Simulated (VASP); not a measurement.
Here is a VASP 6.6.1 calculation.

Contents of POSCAR:

```
Ti
1.0
    4.5167267054      0.0000000000      0.0000000000
   -2.2583633527      3.9116000689      0.0000000000
    0.0000000000      0.0000000000      2.7983540712
Ti
3
Direct
    0.0000000000      0.0000000000      0.0000000000
    0.3333333333      0.6666666667      0.5000000000
    0.6666666667      0.3333333333      0.5000000000
```

File INCAR.step1:

```
SYSTEM = Ti
  PREC = Accurate
  ENCUT = 520
  ISMEAR = -1
  SIGMA = 0.1
  LREAL = .False.
  LASPH = .True.
  NELM = 60
  NBANDS = 25
  GGA = PE
  ALGO = Normal
  EDIFF = 1E-4
  LWAVE = .True.
  LCHARG = .False.
```

The input INCAR.step2:

```
SYSTEM = Ti
  PREC = Accurate
  ENCUT = 520
  EDIFF = 1E-7
  ISMEAR = -1
  SIGMA = 0.1
  LREAL = .False.
  LASPH = .True.
  NELM = 60
  ALGO = Normal
  ISIF = 2
  LWAVE = .False.
  LCHARG = .False.
  METAGGA = R2SCAN
  LMIXTAU = .True.
  NBANDS = 25
  ISTART = 1
```

File KPOINTS:

```
Automatic mesh
0
Gamma
  8 8 11
  0 0 0
```

Potentials or basis: VASP PAW PBE potentials, release 64 (Ti_sv).

Launch:

```sh
$ cat potpaw_PBE.64/Ti_sv/POTCAR > POTCAR
$ cp INCAR.step1 INCAR
$ mpirun -np 1 vasp_std > vasp.out
$ cp INCAR.step2 INCAR
$ mpirun -np 1 vasp_std > vasp.out
```

Task: Estimate the pressure.

Result: 4.5 GPa.

Task: What does it give for the band gap on the k mesh?

Result: Zero (bands 18 and 19 overlap by 0.24 eV).

Caveat: the cell stands under pressure; the PAW data sets were made with another functional, which shifts forces and pressure a little.
